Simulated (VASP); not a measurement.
# As (P2/m) in VASP: a series of runs

Runs on As. Level: PBEsol. Tasks: single point.

Everything below comes from runs of VASP 6.6.1. Logs are shortened: lines on timing, memory, paths and dates and some standing lists are left out, and cuts for length are marked.

### Step 1. The cell of the first run

Symmetry: P2/m, No. 10, monoclinic system. The conventional cell has a = 2.577 Å, b = 2.592 Å, c = 5.158 Å, α = 90.00°, β = 90.24°, γ = 90.00°. Within 3.4 Å of As (site symmetry m) lie 6 As at 2.57 to 2.59 Å.

This isn't the form of As at room conditions, which is rhombohedral.

### Step 2. Single point, PBEsol (P replaced by As, lengths x 1.067, strained)

Contents of INCAR:

```
ALGO = Normal ; EDIFF = 1E-6
ENCUT = 500 ; GGA = PS
GGA_COMPAT = False ; ISIF = 2
ISMEAR = 0 ; LASPH = True
LCHARG = False ; LREAL = False
LWAVE = False ; NBANDS = 12
NELM = 120 ; PREC = Accurate
SIGMA = 0.1
```

Contents of KPOINTS:

```
k-points
0
Gamma
  8 8 4
```

Contents of POSCAR:

```
As
1.0
    2.5773961800      0.0000000000      0.0000000000
    0.0000000000      2.5921088915      0.0000000000
   -0.0215938247      0.0000000000      5.1580287824
As
2
Direct
    0.9999999700      0.0000000000      0.2505746400
    0.0000000300      0.0000000000      0.7494253600
```

Potentials or basis: VASP PAW PBE potentials, release 64 (As).

The run is started by

```bash
cat potpaw_PBE.64/As/POTCAR > POTCAR
mpirun -np 1 vasp_std > vasp.out
```

OUTCAR:

```text
EDIFF = 1E-6
   ENCUT = 500
   GGA = PS
   ISIF = 2
   ISMEAR = 0
   LASPH = True
   LREAL = False
   NELM = 120
   PREC = Accurate

 ion  position               nearest neighbor table
   1  1.000  0.000  0.251-   2 2.57   2 2.58
   2  0.000  0.000  0.749-   1 2.57   1 2.58

  LATTYP: Found a simple monoclinic cell.
 ALAT       =     2.5773961800
 B/A-ratio  =     1.0057083624
 C/A-ratio  =     2.0012732319
 COS(beta)  =    -0.0041864124

  Lattice vectors:

 A1 = (   2.5773961800,   0.0000000000,   0.0000000000)
 A2 = (   0.0000000000,   2.5921088915,   0.0000000000)
 A3 = (  -0.0215938247,   0.0000000000,   5.1580287824)

Analysis of symmetry for initial positions (statically):
=====================================================================
 Subroutine PRICEL returns:
 Original cell was already a primitive cell.

 Routine SETGRP: Setting up the symmetry group for a
 simple monoclinic supercell.

 Subroutine GETGRP returns: Found  4 space group operations
 (whereof  4 operations were pure point group operations)
 out of a pool of  4 trial point group operations.

The static configuration has the point symmetry C_2h.

Analysis of symmetry for dynamics (positions and initial velocities):
=====================================================================
 Subroutine PRICEL returns:
 Original cell was already a primitive cell.

 Routine SETGRP: Setting up the symmetry group for a
 simple monoclinic supercell.

 Subroutine GETGRP returns: Found  4 space group operations
 (whereof  4 operations were pure point group operations)
 out of a pool of  4 trial point group operations.

The dynamic configuration has the point symmetry C_2h.

 Subroutine INISYM returns: Found  4 space group operations
 (whereof  4 operations are pure point group operations),
 and found     1 'primitive' translations

----------------------------------------------------------------------------------------

                                     Primitive cell

  volume of cell :      34.4602

  direct lattice vectors                    reciprocal lattice vectors
     2.577396180  0.000000000  0.000000000     0.387988470  0.000000000  0.001624294
     0.000000000  2.592108892  0.000000000     0.000000000  0.385786262  0.000000000
    -0.021593825  0.000000000  5.158028782     0.000000000  0.000000000  0.193872513

  length of vectors
     2.577396180  2.592108892  5.158073983     0.387991870  0.385786262  0.193872513

  position of ions in fractional coordinates (direct lattice)
     0.999999970  0.000000000  0.250574640
     0.000000030  0.000000000  0.749425360

  ion indices of the primitive-cell ions
   primitive index   ion index
                 1           1
                 2           2

----------------------------------------------------------------------------------------

 KPOINTS: k-points

Automatic generation of k-mesh.
 Grid dimensions read from file:
 generate k-points for:    8    8    4

 Generating k-lattice:

  Cartesian coordinates                     Fractional coordinates (reciprocal lattice)
     0.048498559  0.000000000  0.000203037     0.125000000  0.000000000  0.000000000
     0.000000000  0.048223283  0.000000000     0.000000000  0.125000000  0.000000000
     0.000000000  0.000000000  0.048468128     0.000000000  0.000000000  0.250000000

  Length of vectors
     0.048498984  0.048223283  0.048468128

  Shift w.r.t. Gamma in fractional coordinates (k-lattice)
     0.000000000  0.000000000  0.000000000

 Subroutine IBZKPT returns following result:
 ===========================================

 Found     90 irreducible k-points:

 Following reciprocal coordinates:
            Coordinates               Weight
  0.000000  0.000000  0.000000      1.000000
  0.125000  0.000000  0.000000      2.000000
  0.250000  0.000000  0.000000      2.000000
  0.375000  0.000000  0.000000      2.000000
  0.500000  0.000000  0.000000      1.000000
  0.000000  0.125000  0.000000      2.000000
[... 16 lines left out ...]
  0.250000  0.500000  0.000000      2.000000
  0.375000  0.500000  0.000000      2.000000
 [... further k-points ...]
   k-points           NKPTS =     90   k-points in BZ     NKDIM =     90   number of bands    NBANDS=     12
   number of dos      NEDOS =    301   number of ions     NIONS =      2
   total plane-waves  NPLWV =  16000
   dimension x,y,z NGX =    20 NGY =   20 NGZ =   40
   dimension x,y,z NGXF=    40 NGYF=   40 NGZF=   80
   ions per type =               2
   NGX,Y,Z   is equivalent  to a cutoff of  12.90, 12.83, 12.89 a.u.
   NGXF,Y,Z  is equivalent  to a cutoff of  25.80, 25.65, 25.78 a.u.
 SYSTEM =  unknown system
   PREC   = accura    normal or accurate (medium, high low for compatibility)
   ISTART =      0    job   : 0-new  1-cont  2-samecut
   ICHARG =      2    charge: 1-file 2-atom 10-const
   ISPIN  =      1    spin polarized calculation?
   LNONCOLLINEAR =      F non collinear calculations
   LSORBIT =      F    spin-orbit coupling
   LASPH  =      T    aspherical Exc in radial PAW
   ENCUT  =  500.0 eV  36.75 Ry    6.06 a.u.   4.70  4.73  9.40*2*pi/ulx,y,z
   NELM   =    120;   NELMIN=  2; NELMDL= -5     # of ELM steps
   EDIFF  = 0.1E-05   stopping-criterion for ELM
   LREAL  =      F    real-space projection
   EDIFFG = 0.1E-04   stopping-criterion for IOM
   NSW    =      0    number of steps for IOM
   IBRION =     -1    ionic relax: 0-MD 1-quasi-New 2-CG
   NFREE  =      0    steps in history (QN), initial steepest desc. (CG)
   ISIF   =      2    stress and relaxation
   ISYM   =      2    0-nonsym 1-usesym 2-fastsym
   POTIM  = 0.5000    time-step for ionic-motion
   TEBEG  =    0.0;   TEEND  =   0.0 temperature during run
   PSTRESS=    0.0 pullay stress
   NELECT =      10.0000    total number of electrons
   NUPDOWN=      -1.0000    fix difference up-down
   EMIN   =  10.00;   EMAX   =-10.00  energy-range for DOS
   EFERMI =   0.00;   METHOD = LEGACY
   ISMEAR =     0;   SIGMA  =   0.10  broadening in eV -4-tet -1-fermi 0-gaus
   EFERMI_NEDOS =   21; number of points for ismear=-14 and -15
   IALGO  =     38    algorithm
   IMIX   =      4    mixing-type and parameters
     AMIX     =   0.40;   BMIX     =  1.00
     AMIX_MAG =   1.60;   BMIX_MAG =  1.00
  volume/ion in A,a.u.               =      17.23       116.27
  Fermi-wavevector in a.u.,A,eV,Ry     =   1.083849  2.048178 15.983153  1.174729
  Thomas-Fermi vector in A             =   2.219925
   LORBIT       =      0    0 simple, 1 ext, 2 COOP (PROOUT), +10 PAW based schemes
   GGA     = PS    functional components
   LHFCALC =     F    Hartree Fock is set to
   AEXX    =    0.0000 exact exchange contribution
   IVDW    =     0    specifies the selected vdW correction
   LEPSILON=     F    determine dielectric tensor
   LRPA    =     F    only Hartree local field effects (RPA)
 non-spin polarized calculation
 Gauss-broadening in eV      SIGMA  =   0.10
  energy-cutoff  :      500.00
  volume of cell :       34.46
 maximum number of plane-waves:       892
   NGX =  9   NGY =  9   NGZ = 19

 number of electron      10.0000000 magnetization

 number of electron       9.9999998 magnetization

 Free energy of the ion-electron system (eV)
  ---------------------------------------------------
  ext. energy  EPLUGINS =         0.00000000
  ---------------------------------------------------
  free energy    TOTEN  =        -9.81330976 eV

  energy without entropy =       -9.80778889  energy(sigma->0) =       -9.81054933

 E-fermi :   7.5422     XC(G=0): -11.1639

 val. band max:        7.5221412853   @ k =   0.3750   0.1250   0.5000
 cond. band min:       7.6383319321   @ k =  -0.3750   0.5000   0.2500
 fundamental gap:      0.1161906468
 Fermi energy:         7.5422022064

 k-point     1 :       0.0000    0.0000    0.0000
  band No.  band energies     occupation
      1      -8.8690      2.00000
      2      -5.0358      2.00000
      3      -0.6736      2.00000
      4      12.0165      0.00000
      5      12.2121      0.00000
      6      12.2488      0.00000
      7      14.8844      0.00000
      8      15.1102      0.00000
      9      16.0552      0.00000
     10      16.1556      0.00000
     11      19.1306      0.00000
     12      19.1574      0.00000

 k-point     2 :       0.1250    0.0000    0.0000
  band No.  band energies     occupation
      1      -8.5395      2.00000
      2      -4.7043      2.00000
      3      -0.3610      2.00000
      4       8.9161      0.00000
      5      12.1289      0.00000
      6      12.3176      0.00000
      7      12.5189      0.00000
      8      15.1812      0.00000
      9      16.3597      0.00000
     10      18.0220      0.00000
     11      18.0901      0.00000
     12      20.8809      0.00000

 k-point     3 :       0.2500    0.0000    0.0000
  band No.  band energies     occupation
      1      -7.5718      2.00000
      2      -3.7217      2.00000
      3       0.5284      2.00000
      4       4.6537      2.00000
      5       7.9969      0.00000
      6      13.1593      0.00000
      7      13.3603      0.00000
      8      13.8922      0.00000
      9      16.0052      0.00000
     10      17.1861      0.00000
     11      19.2412      0.00000
     12      22.3740      0.00000
[... 286 lines left out ...]
 k-point    23 :       0.2500    0.5000    0.0000
  band No.  band energies     occupation
      1      -3.8140      2.00000
      2       0.2867      2.00000
      3       0.5409      2.00000
      4       3.5712      2.00000
      5       3.6625      2.00000
      6       7.9207      0.00000
      7      10.5062      0.00000
      8      11.3730      0.00000
      9      13.8846      0.00000
     10      16.1351      0.00000
     11      17.4836      0.00000
     12      17.5489      0.00000

 k-point    24 :       0.3750    0.5000    0.0000
  band No.  band energies     occupation
      1      -2.2732      2.00000
      2       1.7771      2.00000
      3       1.9430      2.00000
      4       4.3456      2.00000
      5       4.7096      2.00000
      6       4.8047      2.00000
      7       7.7267      0.00906
      8      10.6440      0.00000
      9      11.9842      0.00000
     10      14.3769      0.00000
     11      14.4381      0.00000
     12      17.2079      0.00000

 [... further k-points ...]

------------------------ aborting loop because EDIFF is reached ----------------------------------------

  FORCE on cell =-STRESS in cart. coord.  units (eV):
  Direction    XX          YY          ZZ          XY          YZ          ZX
  --------------------------------------------------------------------------------------
  -------------------------------------------------------------------------------------
  Total        3.3084185      3.0269483      3.2497056      0.0000000      0.0000000     -0.0573803
  in kB      153.8200095    140.7334742    151.0902424      0.0000000      0.0000000     -2.6678136
  external PRESSURE =     148.5479087 kB  Pullay stress =       0.0000000 kB

 VOLUME and BASIS-vectors are now :
 -----------------------------------------------------------------------------
  energy-cutoff  :      500.00
  volume of cell :       34.46
      direct lattice vectors                 reciprocal lattice vectors
     2.577396180  0.000000000  0.000000000     0.387988470  0.000000000  0.001624294
     0.000000000  2.592108892  0.000000000     0.000000000  0.385786262  0.000000000
    -0.021593825  0.000000000  5.158028782     0.000000000  0.000000000  0.193872513

 POSITION                                       TOTAL-FORCE (eV/Angst)
 -----------------------------------------------------------------------------------
      2.57199      0.00000      1.29247        -0.000230      0.000000     -0.013873
     -0.01618      0.00000      3.86556         0.000230      0.000000      0.013873
 -----------------------------------------------------------------------------------
    total drift:                                0.000000     -0.000000     -0.000000

  FREE ENERGIE OF THE ION-ELECTRON SYSTEM (eV)
  ---------------------------------------------------
  free  energy   TOTEN  =        -9.8133097636 eV

  energy  without entropy=       -9.8077888898  energy(sigma->0) =       -9.81054933
```

Wall time 35 s (1 thread of Intel Xeon 8259CL, shared host); peak memory 0.16 GiB.

What came out:

```yaml
Free_energy: -9.8133 eV
Pressure: 14.9 GPa
Largest_force: 0.014 eV/Å
Band_gap_on_the_k_mesh: zero (bands 5 and 6 overlap by 9.46 eV)
```

Forces in eV/Å, atoms in the order of the input:
```
As   0.000  0.000 -0.014
As   0.000  0.000  0.014
```

Stress tensor (GPa, compression positive):
```
15.38  0.00 -0.27
 0.00 14.07  0.00
-0.27  0.00 15.11
```

Caveat: the cell differs from its parent crystal (P replaced by As, lengths x 1.067, strained); the cell stands under pressure; the PAW data sets were made with another functional, which shifts forces and pressure a little.

[end of part 1 of 2]

The gap in the log of VASP goes by the Fermi energy; the results here count the filled bands.